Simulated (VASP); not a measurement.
Set up this calculation in VASP 6.6.1, as the native input.

```
Task                   : single point
Functional             : PBE
Potentials or basis    : VASP PAW PBE potentials, release 64 (Ta_pv, N)
Cutoff                 : 520 eV
k mesh                 : 9 × 9 × 9
Occupations            : fermi-dirac, width 0.05 eV
Spin                   : no spin polarisation
Dipole correction      : no
Further INCAR settings : ALGO = Normal; EDIFF = 1e-07; NBANDS = 15
```

The structure of TaN lies in POSCAR:

```
TaN
1.0
    0.0000000000      2.5239257368      2.5239257368
    2.5239257368      0.0000000000      2.5239257368
    2.5239257368      2.5239257368      0.0000000000
Ta N
1 1
Direct
    0.0000000000      0.0000000000      0.0000000000
    0.2500000000      0.2500000000      0.2500000000
```

One way to write it, as run:

INCAR

```
  PREC = Accurate
  ENCUT = 520
  EDIFF = 1E-7
  ISMEAR = -1
  SIGMA = 0.05
  LREAL = F
  LASPH = T
  NELM = 100
  ALGO = Normal
  ISIF = 2
  LWAVE = F
  LCHARG = T
  GGA = PE
  LELF = T
  LVHAR = T
  NBANDS = 15
```

KPOINTS

```
Automatic mesh
0
Gamma
  9 9 9
```

Potentials or basis: VASP PAW PBE potentials, release 64 (Ta_pv, N).

Run with:

```sh
$ cat potpaw_PBE.64/Ta_pv/POTCAR potpaw_PBE.64/N/POTCAR > POTCAR
$ mpirun -np 1 vasp_std > vasp.out
```

Results of the run:

| Property | Result |
| --- | --- |
| Pressure | -29.9 GPa |
| Band gap on the k mesh | zero (band 8 reaches 5.58 eV, above the bottom of band 9 at 5.12 eV) |

Caveat: spin-orbit coupling is left out, which moves the levels of the heavy elements.

It took 21 s on 1 thread of AMD EPYC 7R43 64-Core Processor (Zen 3), on a shared host, peak memory 0.13 GiB.
